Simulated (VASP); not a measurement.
Wanted: the native input for a VASP 6.6.1 run.

```yaml
Task: relaxation of cell and atoms
Functional: PBEsol
Potentials_or_basis: VASP PAW PBE potentials, release 64 (Al, N)
Cutoff: 600 eV
k_mesh: 12 × 12 × 6
Occupations: gaussian, width 0.01 eV
Spin: no spin polarisation
Target_pressure: 2 GPa
Dipole_correction: no
Further_INCAR_settings: ALGO = Normal; EDIFF = 1e-06; IBRION = 2; EDIFFG = -0.01; NSW = 80; ISIF = 3
```

The structure of AlN lies in POSCAR:

```
AlN
1.0
    3.3121157400      0.0000000000      0.0000000000
   -1.6560578700      2.8683763700      0.0000000000
    0.0000000000      0.0000000000      4.1875630000
Al N
2 2
Direct
    0.3333333300      0.6666666700      0.7500000000
    0.6666666700      0.3333333300      0.2500000000
    0.3333333300      0.6666666700      0.2500000000
    0.6666666700      0.3333333300      0.7500000000
```

The input as run:

INCAR

```
SYSTEM = AlN
PREC     = Accurate       ! precision mode
ENCUT    = 600            ! plane-wave cutoff, eV
EDIFF    = 1E-6           ! SCF threshold, eV
ISMEAR   = 0              ! smearing method
SIGMA    = 0.01           ! smearing width, eV
LREAL    = .FALSE.        ! projectors in reciprocal space
LASPH    = .TRUE.         ! aspherical terms in the spheres
NELM     = 100            ! most SCF steps
ALGO     = Normal         ! electronic algorithm
ISIF     = 3              ! what is computed and relaxed
LWAVE    = .FALSE.        ! write WAVECAR
LCHARG   = .FALSE.        ! write CHGCAR
GGA      = PS             ! functional
IBRION   = 2              ! ionic algorithm
NSW      = 80             ! ionic steps
EDIFFG   = -0.01          ! ionic threshold
PSTRESS  = 20.0
```

KPOINTS

```
regular mesh
0
G
  12 12 6
  0 0 0
```

Potentials or basis: VASP PAW PBE potentials, release 64 (Al, N).

Command:

```console
$ cat potpaw_PBE.64/Al/POTCAR potpaw_PBE.64/N/POTCAR > POTCAR
$ mpirun -np 1 vasp_std > vasp.out
```

It gave:

```yaml
Relaxed_volume: 9.67 Å³/atom
Relaxed_cell: a = 3.292 Å, b = 3.292 Å, c = 4.121 Å, α = 90.00°, β = 90.00°, γ = 120.00°
Space_group_after_relaxing_to_0.05_Å: P6_3/mmc (No. 194)
Energy_change_on_relaxing_the_enthalpy_is_what_falls: -1.7 meV/atom
Ionic_steps: 6
Pressure_after_relaxing: 2.1 GPa
Band_gap_on_the_k_mesh: 3.42 eV, direct
```

Caveat: the cell is relaxed towards a set pressure, so the enthalpy falls and the energy may rise; the PAW data sets were made with another functional, which shifts forces and pressure a little.

Wall time 62 s on 1 thread of Intel(R) Xeon(R) 6975P-C (Granite Rapids), on a shared host, peak memory 0.19 GiB.
